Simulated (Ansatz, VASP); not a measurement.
# KMgBr3: VASP beside Ansatz

The input INCAR:

```
  PREC = Accurate
  ENCUT = 520
  EDIFF = 1E-7
  ISMEAR = -1
  SIGMA = 0.02
  LREAL = False
  LASPH = True
  NELM = 80
  ALGO = Normal
  ISIF = 2
  LWAVE = False
  LCHARG = False
  GGA = PE
  NBANDS = 24
```

KPOINTS

```
regular mesh
0
Gamma
  6 6 6
```

The input POSCAR:

```
KMgBr3
1.0
    5.3031670886     -0.0795475063      0.0000000000
   -0.0795475063      5.3031670886      0.0000000000
    0.0000000000      0.0000000000      5.3031670886
K Mg Br
1 1 3
Direct
    0.0000000000      0.0000000000      0.0000000000
    0.5000000000      0.5000000000      0.5000000000
    0.5000000000      0.5000000000      0.0000000000
    0.5000000000      0.0000000000      0.5000000000
    0.0000000000      0.5000000000      0.5000000000
```

Input for Ansatz:

```yaml
crystal:
  lattice:
    - [5.3031670886, -0.0795475063, 0.0]
    - [-0.0795475063, 5.3031670886, 0.0]
    - [0.0, 0.0, 5.3031670886]
  atoms:
    - { symbol: K, position: [0.0, 0.0, 0.0] }
    - { symbol: Mg, position: [0.5, 0.5, 0.5] }
    - { symbol: Br, position: [0.5, 0.5, 0.0] }
    - { symbol: Br, position: [0.5, 0.0, 0.5] }
    - { symbol: Br, position: [0.0, 0.5, 0.5] }
kpoints:
  mp_grid: { grid: [6, 6, 6] }
  band_path:
    path: [[0.0, 0.0, 0.0], [0.0, 0.5, 0.0], [0.5, 0.5, 0.0], [0.5, 0.5, 0.5]]
    npoints: 1
hamiltonian:
  xc: pbe
scf:
  occupations: { method: fermi_dirac, width: 0.02 }
  n_extra_bands: 5
output:
  forces: true
  stress: true
  eigenvalues: true
```

Change from the starting cell: shear_xy strain -3.0%.

Alike in both runs: task single point; functional PBE; k mesh 6 × 6 × 6; occupations fermi-dirac, width 0.02 eV; no spin polarisation.

|  | VASP | Ansatz |
| --- | --- | --- |
| version | VASP 6.6.1 | Ansatz 0.2.0 |
| potentials or method | VASP PAW PBE potentials, release 64 (K_sv, Mg, Br) | plane waves, PAW |
| plane-wave cutoff (eV) | 520 | 420 |
| valence electrons in the cell | 32 | 40 |

|  | VASP | Ansatz | Ansatz less VASP |
| --- | --- | --- | --- |
| gap on the k mesh at the Fermi level (eV) | 2.75 | 2.77 | +0.021 |
| pressure (GPa) | 0.8 | 0.9 | +0.06 |
| traceless stress, the component that is largest in VASP (GPa) | 0.43 | 0.43 | -0.003 |

VASP's potentials hold 32 valence electrons a cell and Ansatz's 40, so a difference there can come from the potentials and not from the codes.
